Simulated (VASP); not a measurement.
# AlN (sol) (Fm-3m) in VASP: single point with PBEsol

Aim: the single point of AlN (sol) with PBEsol.

Program: VASP 6.6.1. These are calculated values, not measurements. Logs are shortened: lines on timing, memory, paths and dates and some standing lists are left out, and cuts for length are marked.

## 1. The cell of the first run

The structure is cubic, space group Fm-3m (No. 225). Conventional cell: a = 4.045 Å, b = 4.045 Å, c = 4.045 Å, α = 90.00°, β = 90.00°, γ = 90.00°. Al (site symmetry m-3m) has 6 N at 2.02 Å within 2.7 Å. Within 2.7 Å of N (site symmetry m-3m) lie 6 Al at 2.02 Å.

## 2. Single point, PBEsol

Contents of INCAR:

```
  PREC = Accurate
  ENCUT = 600
  EDIFF = 1E-6
  ISMEAR = 0
  SIGMA = 0.02
  LREAL = False
  LASPH = True
  NELM = 120
  ALGO = Normal
  ISIF = 2
  LWAVE = False
  LCHARG = False
  GGA = PS
  NBANDS = 11
  GGA_COMPAT = False
```

Contents of KPOINTS:

```
regular mesh
0
Gamma
  10 10 10
```

Contents of POSCAR:

```
AlN
1.0
    0.0000000000      2.0222575085      2.0222575085
    2.0222575085      0.0000000000      2.0222575085
    2.0222575085      2.0222575085      0.0000000000
Al N
1 1
Direct
    0.5000000000      0.5000000000      0.5000000000
    0.0000000000      0.0000000000      0.0000000000
```

Potentials or basis: VASP PAW PBE potentials, release 64 (Al, N).

Command:

```sh
> cat potpaw_PBE.64/Al/POTCAR potpaw_PBE.64/N/POTCAR > POTCAR
> mpirun -np 1 vasp_std > vasp.out
```

OUTCAR:

```text
PREC = Accurate
   ENCUT = 600
   EDIFF = 1E-6
   ISMEAR = 0
   LREAL = False
   LASPH = True
   NELM = 120
   ISIF = 2
   GGA = PS

 ion  position               nearest neighbor table
   1  0.500  0.500  0.500-   2 2.02   2 2.02   2 2.02   2 2.02   2 2.02   2 2.02
   2  0.000  0.000  0.000-   1 2.02   1 2.02   1 2.02   1 2.02   1 2.02   1 2.02

  LATTYP: Found a face centered cubic cell.
 ALAT       =     4.0445150170

  Lattice vectors:

 A1 = (   0.0000000000,   2.0222575085,   2.0222575085)
 A2 = (   2.0222575085,   0.0000000000,   2.0222575085)
 A3 = (   2.0222575085,   2.0222575085,   0.0000000000)

Analysis of symmetry for initial positions (statically):
=====================================================================
 Subroutine PRICEL returns:
 Original cell was already a primitive cell.

 Routine SETGRP: Setting up the symmetry group for a
 face centered cubic supercell.

 Subroutine GETGRP returns: Found 48 space group operations
 (whereof 48 operations were pure point group operations)
 out of a pool of 48 trial point group operations.

The static configuration has the point symmetry O_h .

Analysis of symmetry for dynamics (positions and initial velocities):
=====================================================================
 Subroutine PRICEL returns:
 Original cell was already a primitive cell.

 Routine SETGRP: Setting up the symmetry group for a
 face centered cubic supercell.

 Subroutine GETGRP returns: Found 48 space group operations
 (whereof 48 operations were pure point group operations)
 out of a pool of 48 trial point group operations.

The dynamic configuration has the point symmetry O_h .

 Subroutine INISYM returns: Found 48 space group operations
 (whereof 48 operations are pure point group operations),
 and found     1 'primitive' translations

----------------------------------------------------------------------------------------

                                     Primitive cell

  volume of cell :      16.5401

  direct lattice vectors                    reciprocal lattice vectors
     0.000000000  2.022257509  2.022257509    -0.247248433  0.247248433  0.247248433
     2.022257509  0.000000000  2.022257509     0.247248433 -0.247248433  0.247248433
     2.022257509  2.022257509  0.000000000     0.247248433  0.247248433 -0.247248433

  length of vectors
     2.859903995  2.859903995  2.859903995     0.428246848  0.428246848  0.428246848

  position of ions in fractional coordinates (direct lattice)
     0.500000000  0.500000000  0.500000000
     0.000000000  0.000000000  0.000000000

  ion indices of the primitive-cell ions
   primitive index   ion index
                 1           1
                 2           2

----------------------------------------------------------------------------------------

 KPOINTS: regular mesh

Automatic generation of k-mesh.
 Grid dimensions read from file:
 generate k-points for:   10   10   10

 Generating k-lattice:

  Cartesian coordinates                     Fractional coordinates (reciprocal lattice)
    -0.024724843  0.024724843  0.024724843     0.100000000  0.000000000  0.000000000
     0.024724843 -0.024724843  0.024724843     0.000000000  0.100000000  0.000000000
     0.024724843  0.024724843 -0.024724843     0.000000000  0.000000000  0.100000000

  Length of vectors
     0.042824685  0.042824685  0.042824685

  Shift w.r.t. Gamma in fractional coordinates (k-lattice)
     0.000000000  0.000000000  0.000000000

 Subroutine IBZKPT returns following result:
 ===========================================

 Found     47 irreducible k-points:

 Following reciprocal coordinates:
            Coordinates               Weight
  0.000000  0.000000  0.000000      1.000000
  0.100000  0.000000  0.000000      8.000000
  0.200000  0.000000  0.000000      8.000000
  0.300000  0.000000  0.000000      8.000000
  0.400000  0.000000  0.000000      8.000000
  0.500000  0.000000  0.000000      4.000000
[... 16 lines left out ...]
  0.300000  0.300000  0.000000      6.000000
  0.400000  0.300000  0.000000     24.000000
 [... further k-points ...]
   k-points           NKPTS =     47   k-points in BZ     NKDIM =     47   number of bands    NBANDS=     11
   number of dos      NEDOS =    301   number of ions     NIONS =      2
   total plane-waves  NPLWV =  13824
   dimension x,y,z NGX =    24 NGY =   24 NGZ =   24
   dimension x,y,z NGXF=    48 NGYF=   48 NGZF=   48
   ions per type =               1   1
   NGX,Y,Z   is equivalent  to a cutoff of  13.95, 13.95, 13.95 a.u.
   NGXF,Y,Z  is equivalent  to a cutoff of  27.90, 27.90, 27.90 a.u.
 SYSTEM =  unknown system
   PREC   = accura    normal or accurate (medium, high low for compatibility)
   ISTART =      0    job   : 0-new  1-cont  2-samecut
   ICHARG =      2    charge: 1-file 2-atom 10-const
   ISPIN  =      1    spin polarized calculation?
   LNONCOLLINEAR =      F non collinear calculations
   LSORBIT =      F    spin-orbit coupling
   LASPH  =      T    aspherical Exc in radial PAW
   ENCUT  =  600.0 eV  44.10 Ry    6.64 a.u.   5.71  5.71  5.71*2*pi/ulx,y,z
   NELM   =    120;   NELMIN=  2; NELMDL= -5     # of ELM steps
   EDIFF  = 0.1E-05   stopping-criterion for ELM
   LREAL  =      F    real-space projection
   EDIFFG = 0.1E-04   stopping-criterion for IOM
   NSW    =      0    number of steps for IOM
   IBRION =     -1    ionic relax: 0-MD 1-quasi-New 2-CG
   NFREE  =      0    steps in history (QN), initial steepest desc. (CG)
   ISIF   =      2    stress and relaxation
   ISYM   =      2    0-nonsym 1-usesym 2-fastsym
   POTIM  = 0.5000    time-step for ionic-motion
   TEBEG  =    0.0;   TEEND  =   0.0 temperature during run
   PSTRESS=    0.0 pullay stress
   NELECT =       8.0000    total number of electrons
   NUPDOWN=      -1.0000    fix difference up-down
   EMIN   =  10.00;   EMAX   =-10.00  energy-range for DOS
   EFERMI =   0.00;   METHOD = LEGACY
   ISMEAR =     0;   SIGMA  =   0.02  broadening in eV -4-tet -1-fermi 0-gaus
   EFERMI_NEDOS =   21; number of points for ismear=-14 and -15
   IALGO  =     38    algorithm
   IMIX   =      4    mixing-type and parameters
     AMIX     =   0.40;   BMIX     =  1.00
     AMIX_MAG =   1.60;   BMIX_MAG =  1.00
  volume/ion in A,a.u.               =       8.27        55.81
  Fermi-wavevector in a.u.,A,eV,Ry     =   1.285065  2.428420 22.468547  1.651392
  Thomas-Fermi vector in A             =   2.417221
   LORBIT       =      0    0 simple, 1 ext, 2 COOP (PROOUT), +10 PAW based schemes
   GGA     = PS    functional components
   LHFCALC =     F    Hartree Fock is set to
   AEXX    =    0.0000 exact exchange contribution
   IVDW    =     0    specifies the selected vdW correction
   LEPSILON=     F    determine dielectric tensor
   LRPA    =     F    only Hartree local field effects (RPA)
 non-spin polarized calculation
 Gauss-broadening in eV      SIGMA  =   0.02
  energy-cutoff  :      600.00
  volume of cell :       16.54
 maximum number of plane-waves:       568
   NGX = 11   NGY = 11   NGZ = 11

 number of electron       7.9999999 magnetization

 Free energy of the ion-electron system (eV)
  ---------------------------------------------------
  ext. energy  EPLUGINS =         0.00000000
  ---------------------------------------------------
  free energy    TOTEN  =       -15.45072316 eV

  energy without entropy =      -15.45072316  energy(sigma->0) =      -15.45072316

 E-fermi :  10.0690     XC(G=0): -12.4482

 val. band max:        9.8748402115   @ k =   0.0000   0.0000   0.0000
 cond. band min:      14.4208998702   @ k =   0.5000   0.5000   0.0000
 fundamental gap:      4.5460596587
 Fermi energy:        10.0690220203

 k-point     1 :       0.0000    0.0000    0.0000
  band No.  band energies     occupation
      1      -7.6679      2.00000
      2       9.8748      2.00000
      3       9.8748      2.00000
      4       9.8748      2.00000
      5      15.5318      0.00000
      6      21.8977      0.00000
      7      21.8977      0.00000
      8      21.8977      0.00000
      9      26.9742      0.00000
     10      27.5558      0.00000
     11      27.5558      0.00000

 k-point     2 :       0.1000    0.0000    0.0000
  band No.  band energies     occupation
      1      -7.4615      2.00000
      2       8.8518      2.00000
      3       9.7508      2.00000
      4       9.7508      2.00000
      5      16.1537      0.00000
      6      20.9941      0.00000
      7      22.1990      0.00000
      8      22.1990      0.00000
      9      25.9805      0.00000
     10      25.9805      0.00000
     11      27.9878      0.00000

 k-point     3 :       0.2000    0.0000    0.0000
  band No.  band energies     occupation
      1      -6.8609      2.00000
      2       6.6986      2.00000
      3       9.4503      2.00000
      4       9.4503      2.00000
      5      16.7638      0.00000
      6      20.5300      0.00000
      7      22.3933      0.00000
      8      22.3933      0.00000
      9      25.3833      0.00000
     10      25.3833      0.00000
     11      27.3421      0.00000

 k-point     4 :       0.3000    0.0000    0.0000
  band No.  band energies     occupation
      1      -5.9385      2.00000
      2       4.3554      2.00000
      3       9.1178      2.00000
      4       9.1178      2.00000
      5      16.4610      0.00000
      6      21.5178      0.00000
      7      21.6731      0.00000
      8      21.6731      0.00000
      9      26.5056      0.00000
     10      26.8600      0.00000
     11      26.8600      0.00000
[... 239 lines left out ...]
 k-point    22 :      -0.2000    0.2000    0.0000
  band No.  band energies     occupation
      1      -5.6401      2.00000
      2       4.9031      2.00000
      3       6.8999      2.00000
      4       9.1819      2.00000
      5      18.4646      0.00000
      6      19.7619      0.00000
      7      20.6456      0.00000
      8      22.3242      0.00000
      9      24.7655      0.00000
     10      28.8567      0.00000
     11      30.2677      0.00000

 k-point    23 :       0.3000    0.3000    0.0000
  band No.  band energies     occupation
      1      -5.3953      2.00000
      2       5.0403      2.00000
      3       7.8336      2.00000
      4       7.8336      2.00000
      5      16.4166      0.00000
      6      16.6934      0.00000
      7      21.5542      0.00000
      8      25.4088      0.00000
      9      25.4088      0.00000
     10      30.3116      0.00000
     11      33.8427      0.00000

 k-point    24 :       0.4000    0.3000    0.0000
  band No.  band energies     occupation
      1      -4.6284      2.00000
      2       3.9948      2.00000
      3       7.0495      2.00000
      4       7.5746      2.00000
      5      15.9299      0.00000
      6      16.6770      0.00000
      7      22.0014      0.00000
      8      25.3798      0.00000
      9      26.1398      0.00000
     10      31.5926      0.00000
     11      34.5081      0.00000

 [... further k-points ...]
[... 5 lines left out ...]
  --------------------------------------------------------------------------------------
  -------------------------------------------------------------------------------------
  Total       -0.0115332     -0.0115332     -0.0115332     -0.0000000     -0.0000000      0.0000000
  in kB       -1.1171703     -1.1171703     -1.1171703     -0.0000000     -0.0000000      0.0000000
  external PRESSURE =      -1.1171703 kB  Pullay stress =       0.0000000 kB

 VOLUME and BASIS-vectors are now :
 -----------------------------------------------------------------------------
  energy-cutoff  :      600.00
  volume of cell :       16.54
      direct lattice vectors                 reciprocal lattice vectors
     0.000000000  2.022257509  2.022257509    -0.247248433  0.247248433  0.247248433
     2.022257509  0.000000000  2.022257509     0.247248433 -0.247248433  0.247248433
     2.022257509  2.022257509  0.000000000     0.247248433  0.247248433 -0.247248433

 POSITION                                       TOTAL-FORCE (eV/Angst)
 -----------------------------------------------------------------------------------
      2.02226      2.02226      2.02226        -0.000000      0.000000      0.000000
      0.00000      0.00000      0.00000         0.000000     -0.000000     -0.000000
 -----------------------------------------------------------------------------------
    total drift:                                0.000000     -0.000000     -0.000000

  FREE ENERGIE OF THE ION-ELECTRON SYSTEM (eV)
  ---------------------------------------------------
  free  energy   TOTEN  =       -15.4507231640 eV

  energy  without entropy=      -15.4507231640  energy(sigma->0) =      -15.45072316
```

Run time: 6.3 s. Hardware: 1 thread of Intel Xeon Platinum 8488C (Sapphire Rapids), shared host; peak memory 0.13 GiB.

Results:

```yaml
Free_energy: -15.4507 eV
Pressure: -0.1 GPa
Band_gap_on_the_k_mesh: 4.55 eV, indirect (least direct gap 5.66 eV)
```

Caveat: the PAW data sets were made with another functional, which shifts forces and pressure a little.
